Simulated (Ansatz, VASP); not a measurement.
## One calculation of LiCl, two programs

INCAR

```
SYSTEM = LiCl
ALGO = Normal
EDIFF = 1E-6
ENCUT = 520
GGA = PE
ISIF = 2
ISMEAR = 0
LASPH = .TRUE.
LCHARG = .FALSE.
LREAL = .FALSE.
LWAVE = .FALSE.
NBANDS = 12
NELM = 80
PREC = Accurate
SIGMA = 0.05
```

File KPOINTS:

```
k-points
0
G
  8 8 8
  0 0 0
```

The input POSCAR:

```
LiCl
1.0
    0.0000000000      2.6673504000      2.5647600000
    2.6673504000      0.0000000000      2.5647600000
    2.6673504000      2.6673504000      0.0000000000
Li Cl
1 1
Direct
    0.0000000000      0.0000000000      0.0000000000
    0.5000000000      0.5000000000      0.5000000000
```

Input for Ansatz:

```yaml
crystal:
  lattice:
    - [0.0, 2.6673504, 2.56476]
    - [2.6673504, 0.0, 2.56476]
    - [2.6673504, 2.6673504, 0.0]
  atoms:
    - { symbol: Li, position: [0.0, 0.0, 0.0] }
    - { symbol: Cl, position: [0.5, 0.5, 0.5] }
basis:
  ecutwfc: 420
kpoints:
  mp_grid: { grid: [8, 8, 8] }
hamiltonian:
  xc: pbe
scf:
  occupations: { method: gaussian, width: 0.05 }
output:
  forces: true
  stress: true
  eigenvalues: true
```

Change from the starting cell: strain +0.0400 x Voigt [1, 1, 0, 0, 0, 0], atoms carried along.

Alike in both runs: task single point; functional PBE; k mesh 8 × 8 × 8; occupations gaussian, width 0.05 eV; no spin polarisation.

```csv
,VASP,Ansatz
version,VASP 6.6.1,Ansatz 0.2.0
potentials or method,"VASP PAW PBE potentials, release 64 (Li_sv, Cl), cutoff 520 eV","scalar-relativistic, plane waves, PAW"
valence electrons in the cell,10,10
```

```tsv
	VASP	Ansatz	Ansatz less VASP
gap on the k mesh at the Fermi level (eV)	5.88	5.87	-0.011
least direct gap on the mesh (eV)	5.88	5.87	-0.011
```

Noted on VASP's run: the cutoff is short for stress, so the pressure is rough.
